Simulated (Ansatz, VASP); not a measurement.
# TiB2 in VASP and in Ansatz

```xyz
3
Lattice="2.9941 0.0000 0.0000 -1.4971 2.5930 0.0000 0.0000 0.0000 3.1599" Properties=species:S:1:pos:R:3 pbc="T T T"
Ti    0.0000    0.0000    0.0000
B     0.0000    1.7286    1.5799
B     1.4971    0.8643    1.5799
```

Alike in both runs: functional LDA; k mesh 12 × 12 × 10; occupations fermi-dirac, width 0.1 eV; no spin polarisation.

Ansatz relaxed the structure, and its values are those at the end. VASP's run is a single point on that final structure, the one shown.

|  | VASP | Ansatz |
| --- | --- | --- |
| version | VASP 6.6.1 | Ansatz 0.2.0 |
| potentials or method | VASP PAW LDA potentials, release 64 (Ti_sv, B), cutoff 500 eV | PAW plane waves |
| valence electrons in the cell | 18 | 18 |

Ansatz gave:

```
gap on the k mesh at the Fermi level (eV) : none
pressure (GPa)                            : 0.0
```

**Question.** Estimate VASP's values.

**Answer.** gap on the k mesh at the Fermi level (eV): none; pressure (GPa): 0.6.

Ansatz warns that its potentials were made for another functional, while VASP's fit it. LDA's correlation is that of Perdew and Zunger in VASP and of Perdew and Wang (1992) in Ansatz. A gap of «none» marks a metal or a gap that the smearing closes.
